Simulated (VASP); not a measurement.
Here is a VASP 6.6.1 calculation.

INCAR

```
SYSTEM = Be8Te7
PREC = Accurate
ENCUT = 520
EDIFF = 1E-6
ISMEAR = 0
SIGMA = 0.05
LREAL = Auto
LASPH = .True.
NELM = 80
ALGO = Normal
ISIF = 2
LWAVE = .False.
LCHARG = .False.
GGA = PS
NBANDS = 42
NELECT = 56.0
```

KPOINTS

```
regular mesh
0
Gamma
  4 4 4
  0 0 0
```

File POSCAR:

```
Be8Te7
1.0
    5.6057266001     -5.6057266001      0.0000000000
    5.6057266001      0.0000000000      5.6057266001
    0.0000000000     -5.6057266001      5.6057266001
Be Te
8 7
Direct
    0.4935139006      0.0064860459      0.5064861708
    0.5363590154      0.0014324637      0.0015469895
    0.5363590154      0.5015471143      0.5014324102
    0.4637877809      0.5362122905      0.0362121656
    1.0640565310     -0.0640564597      0.4359434868
    0.9606615492      0.0014324637      0.0015469895
    0.9606615492      0.5015471143      0.5014324102
    1.0156259672      0.4843740506     -0.0156258958
    0.1608969834      0.1119675547      0.0662384248
    0.1608969834      0.5662385497      0.6119675012
    0.0985493121      0.6283830360      0.1283829111
    0.8509016476      0.1490982454      0.6490983702
    0.5890224828      0.1631991828      0.1587558694
    0.5890224828      0.6587558159      0.6631993076
    0.6446846694      0.6283829468      0.1283830003
```

Potentials or basis: VASP PAW PBE potentials, release 64 (Be, Te).

Run with:

```sh
$ cat potpaw_PBE.64/Be/POTCAR potpaw_PBE.64/Te/POTCAR > POTCAR
$ mpirun -np 1 vasp_std > vasp.out
```

(1) What does it give for the largest force?

Results:

(1) 0.064 eV/Å.

Caveat: the cell carries a net charge on a neutralising background, which shifts energy and pressure; the PAW data sets were made with another functional, which shifts forces and pressure a little.
